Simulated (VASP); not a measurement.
# TaAs (I4_1md) in VASP: further runs

Runs on TaAs. Level: PBEsol. Tasks: single point.

All numbers are computed with VASP 6.6.1; they aren't measurements. Logs are shortened: lines on timing, memory, paths and dates and some standing lists are left out, and cuts for length are marked.

## 1. The cell of the first run

Symmetry: I4_1md, No. 109, tetragonal system. The conventional cell has a = 3.411 Å, b = 3.411 Å, c = 11.475 Å, α = 90.00°, β = 90.00°, γ = 90.00°. Ta (site symmetry 2mm) has 6 As at 2.58 to 2.59 Å and 8 Ta at 3.34 to 3.41 Å within 3.5 Å. Within 3.5 Å of As (site symmetry 2mm) lie 6 Ta at 2.58 to 2.59 Å and 8 As at 3.34 to 3.41 Å.

## 2. Single point, PBEsol (16.69 Å³/atom)

INCAR reads:

```
SYSTEM = TaAs
ALGO = Normal
EDIFF = 1E-6
ENCUT = 520
GGA = PS
ISIF = 2
ISMEAR = -1
LASPH = .TRUE.
LCHARG = .TRUE.
LELF = .TRUE.
LREAL = .FALSE.
LVHAR = .TRUE.
LWAVE = .FALSE.
NBANDS = 24
NELM = 100
PREC = Accurate
SIGMA = 0.15
```

KPOINTS reads:

```
k-points
0
G
  18 18 18
  0 0 0
```

POSCAR reads:

```
TaAs
1.0
   -1.7054254346      1.7054254346      5.7374103477
    1.7054254346     -1.7054254346      5.7374103477
    1.7054254346      1.7054254346     -5.7374103477
Ta As
2 2
Direct
    0.5004613133      1.0004613133      0.5000000000
    0.7504613133      0.7504613133      0.0000000000
    0.0821381067      0.5821381067      0.5000000000
    0.3321381067      0.3321381067      0.0000000000
```

Potentials or basis: VASP PAW PBE potentials, release 64 (Ta_pv, As).

Started as:

```
$ cat potpaw_PBE.64/Ta_pv/POTCAR potpaw_PBE.64/As/POTCAR > POTCAR
$ mpirun -np 1 vasp_std > vasp.out
```

OUTCAR:

```text
SYSTEM = TaAs
   EDIFF = 1E-6
   ENCUT = 520
   GGA = PS
   ISIF = 2
   ISMEAR = -1
   LASPH = .TRUE.
   LREAL = .FALSE.
   NELM = 100
   PREC = Accurate

 ion  position               nearest neighbor table
   1  0.500  0.000  0.500-   4 2.58   4 2.58   3 2.59   3 2.59   3 2.59   3 2.59   2 3.34   2 3.34
                             2 3.34   2 3.34
   2  0.750  0.750  0.000-   3 2.58   3 2.58   4 2.59   4 2.59   4 2.59   4 2.59   1 3.34   1 3.34
                             1 3.34   1 3.34
   3  0.082  0.582  0.500-   2 2.58   2 2.58   1 2.59   1 2.59   1 2.59   1 2.59
   4  0.332  0.332  0.000-   1 2.58   1 2.58   2 2.59   2 2.59   2 2.59   2 2.59

  LATTYP: Found a body centered tetragonal cell.
 ALAT       =     3.4108508692
 C/A-ratio  =     3.3642106136

  Lattice vectors:

 A1 = (  -1.7054254346,   1.7054254346,   5.7374103477)
 A2 = (   1.7054254346,  -1.7054254346,   5.7374103477)
 A3 = (   1.7054254346,   1.7054254346,  -5.7374103477)

Analysis of symmetry for initial positions (statically):
=====================================================================
 Subroutine PRICEL returns:
 Original cell was already a primitive cell.

 Routine SETGRP: Setting up the symmetry group for a
 body centered tetragonal supercell.

 Subroutine GETGRP returns: Found  8 space group operations
 (whereof  4 operations were pure point group operations)
 out of a pool of 16 trial point group operations.

The static configuration has the point symmetry C_2v.
 The point group associated with its full space group is C_4v.

Analysis of symmetry for dynamics (positions and initial velocities):
=====================================================================
 Subroutine PRICEL returns:
 Original cell was already a primitive cell.

 Routine SETGRP: Setting up the symmetry group for a
 body centered tetragonal supercell.

 Subroutine GETGRP returns: Found  8 space group operations
 (whereof  4 operations were pure point group operations)
 out of a pool of 16 trial point group operations.

The dynamic configuration has the point symmetry C_2v.
 The point group associated with its full space group is C_4v.

 Subroutine INISYM returns: Found  8 space group operations
 (whereof  4 operations are pure point group operations),
 and found     1 'primitive' translations

----------------------------------------------------------------------------------------

                                     Primitive cell

  volume of cell :      66.7485

  direct lattice vectors                    reciprocal lattice vectors
    -1.705425435  1.705425435  5.737410348     0.000000000  0.293181977  0.087147331
     1.705425435 -1.705425435  5.737410348     0.293181977  0.000000000  0.087147331
     1.705425435  1.705425435 -5.737410348     0.293181977  0.293181977  0.000000000

  length of vectors
     6.223731142  6.223731142  6.223731142     0.305859982  0.305859982  0.414621928

  position of ions in fractional coordinates (direct lattice)
     0.500461313  0.000461313  0.500000000
     0.750461313  0.750461313  0.000000000
     0.082138107  0.582138107  0.500000000
     0.332138107  0.332138107  0.000000000

  ion indices of the primitive-cell ions
   primitive index   ion index
                 1           1
                 2           2
                 3           3
                 4           4

----------------------------------------------------------------------------------------

 KPOINTS: k-points

Automatic generation of k-mesh.
 Grid dimensions read from file:
 generate k-points for:   18   18   18

 Generating k-lattice:

  Cartesian coordinates                     Fractional coordinates (reciprocal lattice)
     0.000000000  0.016287888  0.004841518     0.055555556 -0.000000000  0.000000000
     0.016287888  0.000000000  0.004841518    -0.000000000  0.055555556  0.000000000
     0.016287888  0.016287888  0.000000000     0.000000000  0.000000000  0.055555556

  Length of vectors
     0.016992221  0.016992221  0.023034552

  Shift w.r.t. Gamma in fractional coordinates (k-lattice)
     0.000000000  0.000000000  0.000000000

 Subroutine IBZKPT returns following result:
 ===========================================

 Found    480 irreducible k-points:

 Following reciprocal coordinates:
            Coordinates               Weight
  0.000000  0.000000  0.000000      1.000000
  0.055556  0.000000 -0.000000      8.000000
  0.111111  0.000000 -0.000000      8.000000
  0.166667  0.000000 -0.000000      8.000000
  0.222222  0.000000  0.000000      8.000000
  0.277778  0.000000 -0.000000      8.000000
[... 16 lines left out ...]
 -0.277778  0.055556  0.000000     16.000000
 -0.222222  0.055556  0.000000     16.000000
 [... further k-points ...]
   k-points           NKPTS =    480   k-points in BZ     NKDIM =    480   number of bands    NBANDS=     24
   number of dos      NEDOS =    301   number of ions     NIONS =      4
   total plane-waves  NPLWV = 110592
   dimension x,y,z NGX =    48 NGY =   48 NGZ =   48
   dimension x,y,z NGXF=    96 NGYF=   96 NGZF=   96
   ions per type =               2   2
   NGX,Y,Z   is equivalent  to a cutoff of  12.82, 12.82, 12.82 a.u.
   NGXF,Y,Z  is equivalent  to a cutoff of  25.64, 25.64, 25.64 a.u.
 SYSTEM =  TaAs
   PREC   = accura    normal or accurate (medium, high low for compatibility)
   ISTART =      0    job   : 0-new  1-cont  2-samecut
   ICHARG =      2    charge: 1-file 2-atom 10-const
   ISPIN  =      1    spin polarized calculation?
   LNONCOLLINEAR =      F non collinear calculations
   LSORBIT =      F    spin-orbit coupling
   LASPH  =      T    aspherical Exc in radial PAW
   ENCUT  =  520.0 eV  38.22 Ry    6.18 a.u.  11.57 11.57 11.57*2*pi/ulx,y,z
   NELM   =    100;   NELMIN=  2; NELMDL= -5     # of ELM steps
   EDIFF  = 0.1E-05   stopping-criterion for ELM
   LREAL  =      F    real-space projection
   EDIFFG = 0.1E-04   stopping-criterion for IOM
   NSW    =      0    number of steps for IOM
   IBRION =     -1    ionic relax: 0-MD 1-quasi-New 2-CG
   NFREE  =      0    steps in history (QN), initial steepest desc. (CG)
   ISIF   =      2    stress and relaxation
   ISYM   =      2    0-nonsym 1-usesym 2-fastsym
   POTIM  = 0.5000    time-step for ionic-motion
   TEBEG  =    0.0;   TEEND  =   0.0 temperature during run
   PSTRESS=    0.0 pullay stress
   NELECT =      32.0000    total number of electrons
   NUPDOWN=      -1.0000    fix difference up-down
   EMIN   =  10.00;   EMAX   =-10.00  energy-range for DOS
   EFERMI =   0.00;   METHOD = LEGACY
   ISMEAR =    -1;   SIGMA  =   0.15  broadening in eV -4-tet -1-fermi 0-gaus
   EFERMI_NEDOS =   21; number of points for ismear=-14 and -15
   IALGO  =     38    algorithm
   IMIX   =      4    mixing-type and parameters
     AMIX     =   0.40;   BMIX     =  1.00
     AMIX_MAG =   1.60;   BMIX_MAG =  1.00
  volume/ion in A,a.u.               =      16.69       112.61
  Fermi-wavevector in a.u.,A,eV,Ry     =   1.281281  2.421270 22.336424  1.641681
  Thomas-Fermi vector in A             =   2.413660
   LORBIT       =      0    0 simple, 1 ext, 2 COOP (PROOUT), +10 PAW based schemes
   GGA     = PS    functional components
   LHFCALC =     F    Hartree Fock is set to
   AEXX    =    0.0000 exact exchange contribution
   IVDW    =     0    specifies the selected vdW correction
   LEPSILON=     F    determine dielectric tensor
   LRPA    =     F    only Hartree local field effects (RPA)
 non-spin polarized calculation
  energy-cutoff  :      520.00
  volume of cell :       66.75
 maximum number of plane-waves:      1817
   NGX = 23   NGY = 23   NGZ = 23

 number of electron      31.9999999 magnetization

 Free energy of the ion-electron system (eV)
  ---------------------------------------------------
  ext. energy  EPLUGINS =         0.00000000
  ---------------------------------------------------
  free energy    TOTEN  =       -37.72849717 eV

  energy without entropy =      -37.67335083  energy(sigma->0) =      -37.70092400

 E-fermi :   7.1768     XC(G=0): -12.2161

 val. band max:        7.1711895926   @ k =  -0.1111   0.5000   0.1111
 cond. band min:       7.1924397355   @ k =  -0.2222   0.2778   0.2222
 fundamental gap:      0.0212501429
 Fermi energy:         7.1768311429

 k-point     1 :       0.0000    0.0000    0.0000
  band No.  band energies     occupation
      1     -27.6182      2.00000
      2     -27.5558      2.00000
      3     -27.5558      2.00000
      4     -27.3922      2.00000
      5     -27.3922      2.00000
      6     -27.3239      2.00000
[... 16 lines left out ...]
     23      11.5053      0.00000
     24      11.5053      0.00000

 k-point     2 :       0.0556    0.0000   -0.0000
  band No.  band energies     occupation
      1     -27.6165      2.00000
      2     -27.5611      2.00000
      3     -27.5553      2.00000
      4     -27.3977      2.00000
      5     -27.3915      2.00000
      6     -27.3245      2.00000
[... 16 lines left out ...]
     23      11.2222      0.00000
     24      11.6668      0.00000

 k-point     3 :       0.1111    0.0000   -0.0000
  band No.  band energies     occupation
      1     -27.6133      2.00000
      2     -27.5745      2.00000
      3     -27.5538      2.00000
      4     -27.4132      2.00000
      5     -27.3896      2.00000
      6     -27.3265      2.00000
[... 16 lines left out ...]
     23      11.3407      0.00000
     24      12.0928      0.00000
[... 514 lines left out ...]
 k-point    23 :      -0.2778    0.0556    0.0000
  band No.  band energies     occupation
      1     -27.6759      2.00000
      2     -27.5693      2.00000
      3     -27.5491      2.00000
      4     -27.4885      2.00000
      5     -27.3851      2.00000
      6     -27.3402      2.00000
[... 16 lines left out ...]
     23      12.3081      0.00000
     24      13.4155      0.00000

 k-point    24 :      -0.2222    0.0556    0.0000
  band No.  band energies     occupation
      1     -27.6445      2.00000
      2     -27.5793      2.00000
      3     -27.5527      2.00000
      4     -27.4625      2.00000
      5     -27.3888      2.00000
      6     -27.3329      2.00000
[... 16 lines left out ...]
     23      12.1820      0.00000
     24      12.9284      0.00000

 [... further k-points ...]

------------------------ aborting loop because EDIFF is reached ----------------------------------------

  FORCE on cell =-STRESS in cart. coord.  units (eV):
  Direction    XX          YY          ZZ          XY          YZ          ZX
  --------------------------------------------------------------------------------------
  -------------------------------------------------------------------------------------
  Total        1.9890540      1.9890540      1.9168026      0.0000000      0.0000000      0.0000000
  in kB       47.7436672     47.7436672     46.0094021      0.0000000      0.0000000      0.0000000
  external PRESSURE =      47.1655788 kB  Pullay stress =       0.0000000 kB

 VOLUME and BASIS-vectors are now :
 -----------------------------------------------------------------------------
  energy-cutoff  :      520.00
  volume of cell :       66.75
      direct lattice vectors                 reciprocal lattice vectors
    -1.705425435  1.705425435  5.737410348     0.000000000  0.293181977  0.087147331
     1.705425435 -1.705425435  5.737410348     0.293181977  0.000000000  0.087147331
     1.705425435  1.705425435 -5.737410348     0.293181977  0.293181977  0.000000000

 POSITION                                       TOTAL-FORCE (eV/Angst)
 -----------------------------------------------------------------------------------
      0.00000      1.70543      0.00529        -0.000000      0.000000      0.003459
      0.00000      0.00000      8.61141         0.000000     -0.000000      0.003459
      1.70543      0.00000      0.94252        -0.000000      0.000000     -0.003459
      0.00000      0.00000      3.81123         0.000000     -0.000000     -0.003459
 -----------------------------------------------------------------------------------
    total drift:                               -0.000000     -0.000000      0.000348

  FREE ENERGIE OF THE ION-ELECTRON SYSTEM (eV)
  ---------------------------------------------------
  free  energy   TOTEN  =       -37.7284971651 eV

  energy  without entropy=      -37.6733508290  energy(sigma->0) =      -37.70092400
```

Wall time 18 min (1 thread of Intel Xeon Platinum 8488C (Sapphire Rapids), shared host); peak memory 0.84 GiB.

What came out:

```
Free energy            : -37.7285 eV
Pressure               : 4.7 GPa
Largest force          : 0.003 eV/Å
Band gap on the k mesh : zero (bands 16 and 17 overlap by 0.05 eV)
```

Forces in eV/Å, atoms in the order of the input:
```
Ta   0.000  0.000  0.003
Ta   0.000  0.000  0.003
As   0.000  0.000 -0.003
As   0.000  0.000 -0.003
```

Levels at points of the mesh, in eV from the Fermi level:
| k point | band 12 | band 13 | band 14 | band 15 | band 16 | band 17 | band 18 | band 19 | band 20 | band 21 |
| --- | --- | --- | --- | --- | --- | --- | --- | --- | --- | --- |
| (0.00, 0.00, 0.00) | -2.50 | -2.42 | -1.95 | -1.62 | -1.62 | 0.95 | 1.69 | 2.55 | 3.28 | 3.28 |
| (0.50, 0.00, 0.00) | -3.55 | -2.51 | -2.27 | -1.58 | -0.14 | 0.16 | 1.50 | 2.45 | 2.62 | 3.24 |
| (0.50, 0.50, 0.00) | -5.19 | -3.17 | -3.17 | -1.12 | -1.12 | 2.97 | 2.97 | 3.30 | 3.30 | 4.16 |
| (0.50, 0.50, 0.50) | -2.95 | -2.92 | -2.92 | -0.87 | -0.87 | 1.30 | 1.30 | 2.51 | 2.51 | 3.43 |

Caveat: the cell stands under pressure; the PAW data sets were made with another functional, which shifts forces and pressure a little; spin-orbit coupling is left out, which moves the levels of the heavy elements.

## 3. Single point, PBEsol

This run uses another cell than the first one, of 17.03 Å³/atom.

INCAR reads:

```
SYSTEM = TaAs
PREC = Accurate ; ENCUT = 520
EDIFF = 1E-7 ; ISMEAR = -1
SIGMA = 0.15 ; LREAL = .False.
LASPH = .True. ; NELM = 80
ALGO = Normal ; ISIF = 2
LWAVE = .False. ; LCHARG = .False.
GGA = PS ; NBANDS = 24
```

KPOINTS reads:

```
regular mesh
0
Gamma
  18 18 18
  0 0 0
```

POSCAR reads:

```
TaAs
1.0
   -1.7147865342      1.7147865342      5.7907548462
    1.7147865342     -1.7147865342      5.7907548462
    1.7147865342      1.7147865342     -5.7907548462
Ta As
2 2
Direct
    0.5003116661      1.0003116661      0.5000000000
    0.7503116661      0.7503116661      0.0000000000
    0.0822877539      0.5822877539      0.5000000000
    0.3322877539      0.3322877539      0.0000000000
```

Potentials or basis: VASP PAW PBE potentials, release 64 (Ta_pv, As).

Started as:

```
$ cat potpaw_PBE.64/Ta_pv/POTCAR potpaw_PBE.64/As/POTCAR > POTCAR
$ mpirun -np 1 vasp_std > vasp.out
```

OUTCAR:

```text
SYSTEM = TaAs
   PREC = Accurate
   ENCUT = 520
   EDIFF = 1E-7
   ISMEAR = -1
   LREAL = .False.
   LASPH = .True.
   NELM = 80
   ISIF = 2
   GGA = PS

 ion  position               nearest neighbor table
   1  0.500  0.000  0.500-   4 2.59   4 2.59   3 2.60   3 2.60   3 2.60   3 2.60   2 3.37   2 3.37
                             2 3.37   2 3.37
   2  0.750  0.750  0.000-   3 2.59   3 2.59   4 2.60   4 2.60   4 2.60   4 2.60   1 3.37   1 3.37
                             1 3.37   1 3.37
   3  0.082  0.582  0.500-   2 2.59   2 2.59   1 2.60   1 2.60   1 2.60   1 2.60
[... 853 lines left out ...]
  -------------------------------------------------------------------------------------
  Total        0.3052630      0.3052630      0.2409863      0.0000000      0.0000000      0.0000000
  in kB        7.1807435      7.1807435      5.6687550      0.0000000      0.0000000      0.0000000
  external PRESSURE =       6.6767474 kB  Pullay stress =       0.0000000 kB

 VOLUME and BASIS-vectors are now :
 -----------------------------------------------------------------------------
  energy-cutoff  :      520.00
  volume of cell :       68.11
      direct lattice vectors                 reciprocal lattice vectors
    -1.714786534  1.714786534  5.790754846     0.000000000  0.291581483  0.086344529
     1.714786534 -1.714786534  5.790754846     0.291581483  0.000000000  0.086344529
     1.714786534  1.714786534 -5.790754846     0.291581483  0.291581483  0.000000000

 POSITION                                       TOTAL-FORCE (eV/Angst)
 -----------------------------------------------------------------------------------
      0.00000      1.71479      0.00361        -0.000000      0.000000      0.002818
      0.00000      0.00000      8.68974         0.000000     -0.000000      0.002818
      1.71479      0.00000      0.95302         0.000000     -0.000000     -0.002818
      0.00000      0.00000      3.84839        -0.000000      0.000000     -0.002818
 -----------------------------------------------------------------------------------
    total drift:                                0.000000      0.000000      0.000243

  FREE ENERGIE OF THE ION-ELECTRON SYSTEM (eV)
  ---------------------------------------------------
  free  energy   TOTEN  =       -37.7511584119 eV

  energy  without entropy=      -37.6936754602  energy(sigma->0) =      -37.72241694
```

It took 20 min on 1 thread of Intel Xeon Platinum 8488C (Sapphire Rapids), shared host; peak memory 0.89 GiB.

Results:

```yaml
Free_energy: -37.7512 eV
Pressure: 0.7 GPa
Band_gap_on_the_k_mesh: zero (bands 16 and 17 overlap by 0.04 eV)
```

Forces on the atoms (eV/Å):
```
Ta   0.000  0.000  0.003
Ta   0.000  0.000  0.003
As   0.000  0.000 -0.003
As   0.000  0.000 -0.003
```

Caveat: the PAW data sets were made with another functional, which shifts forces and pressure a little; spin-orbit coupling is left out, which moves the levels of the heavy elements.

The gap in the log of VASP goes by the Fermi energy; the results here count the filled bands.